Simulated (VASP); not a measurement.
Set up this calculation in VASP 6.6.1, as the native input.

```
Task                   : single point
Functional             : LDA
Potentials or basis    : VASP PAW LDA potentials, release 64 (Cu)
Cutoff                 : 520 eV
k mesh                 : 13 × 13 × 13
Occupations            : fermi-dirac, width 0.05 eV
Spin                   : no spin polarisation
Dipole correction      : no
Further INCAR settings : ALGO = Normal; EDIFF = 1e-06; NBANDS = 12
```

The structure of Cu lies in POSCAR:

```
Cu
1.0
   -1.4133402940      1.4133402940      1.3479902729
    1.4133402940     -1.4133402940      1.3479902729
    1.4133402940      1.4133402940     -1.3479902729
Cu
1
Direct
    0.0000000000      0.0000000000      0.0000000000
```

This cell differs from its parent crystal: volume scaled by 0.94.

One way to write it, as run:

INCAR

```
  ALGO = Normal
  EDIFF = 1E-6
  ENCUT = 520
  ISIF = 2
  ISMEAR = -1
  LASPH = T
  LCHARG = T
  LELF = T
  LREAL = F
  LVHAR = T
  LWAVE = F
  NBANDS = 12
  NELM = 100
  PREC = Accurate
  SIGMA = 0.05
```

KPOINTS

```
k-points
0
Gamma
  13 13 13
```

Potentials or basis: VASP PAW LDA potentials, release 64 (Cu).

Run with:

```sh
$ cat potpaw_LDA.64/Cu/POTCAR > POTCAR
$ mpirun -np 1 vasp_std > vasp.out
```

It gave:

```json
{"Pressure": "3.7 GPa"}
```

Run time: 12 s on 1 thread of Intel(R) Xeon(R) Platinum 8488C (Sapphire Rapids), on a shared host, peak memory 0.13 GiB.
